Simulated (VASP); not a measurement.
The system is P.

```
P
1.0
     1.68106   -1.97505    0.00000
     1.68106    1.97505    0.00000
     0.00000    0.00000    3.49583
P
2
Direct
  0.50000 0.50000 0.24438
  0.50000 0.50000 0.75562
```

The cell was built from a structure type or drawn by symmetry, and may not be a known phase.

```yaml
Program: VASP 6.6.1
Task: relaxation of cell and atoms
Functional: PBE
Potentials_or_basis: VASP PAW PBE potentials, release 64 (P)
Cutoff: 600 eV
k_mesh: 6 × 6 × 6
Occupations: gaussian, width 0.1 eV
Spin: no spin polarisation
```

At the start: pressure 125.1 GPa; volume 11.61 Å³/atom.

Question: How do energy, volume and symmetry change on relaxing?

Answer: Over 21 steps the energy falls by 2973.2 meV/atom and the volume is 14.64 Å³/atom (+26.1 %); space group Cmmm (No. 65, to 0.1 Å) before, Pm-3m (No. 221, to 0.1 Å).

The path:
```tsv
step	energy change (eV)	largest force (eV/Å)	pressure (GPa)	volume (Å³)
1	0.0000	4.7997	125.06	23.21
2	-4.1654	0.8159	-13.45	55.75
3	-4.3403	1.0473	-13.46	53.24
4	-4.5331	1.2459	-13.27	50.75
5	-5.4277	0.1642	-6.55	36.60
6	-5.4270	0.5749	-4.76	35.57
7	-5.4302	0.3353	-5.86	36.20
8	-5.6894	0.4077	-2.43	33.30
9	-5.7456	0.3637	0.65	31.81
10	-5.7470	0.3818	1.33	31.54
11	-5.7860	0.3270	-0.66	31.68
12	-5.7908	0.3073	-3.14	31.86
13	-5.7966	0.2409	-2.60	31.81
14	-5.8306	0.4519	-1.40	30.88
15	-5.7754	0.4428	6.11	28.08
16	-5.8447	0.4877	0.49	30.00
17	-5.8810	0.3021	0.72	29.60
18	-5.9150	0.3915	1.67	28.90
19	-5.9431	0.1111	0.80	29.07
20	-5.9431	0.0951	0.82	29.06
21	-5.9463	0.0063	-0.08	29.27
```

Final structure:
```cif
data_structure
_symmetry_space_group_name_H-M 'P 1'
_symmetry_Int_Tables_number 1
_cell_length_a 2.4354
_cell_length_b 2.4354
_cell_length_c 4.9352
_cell_angle_alpha 90.000
_cell_angle_beta 90.000
_cell_angle_gamma 89.942
_cell_volume 29.27
loop_
_atom_site_label
_atom_site_type_symbol
_atom_site_fract_x
_atom_site_fract_y
_atom_site_fract_z
_atom_site_occupancy
P1 P 0.50000 0.50000 0.24989 1
P2 P 0.50000 0.50000 0.75011 1
```

Caveat: the k points lie up to 0.43 Å⁻¹ apart in the final cell, too coarse for converged energies and pressures of a metal; the volume moved by over 15 % at a fixed basis, so the end points are rough.
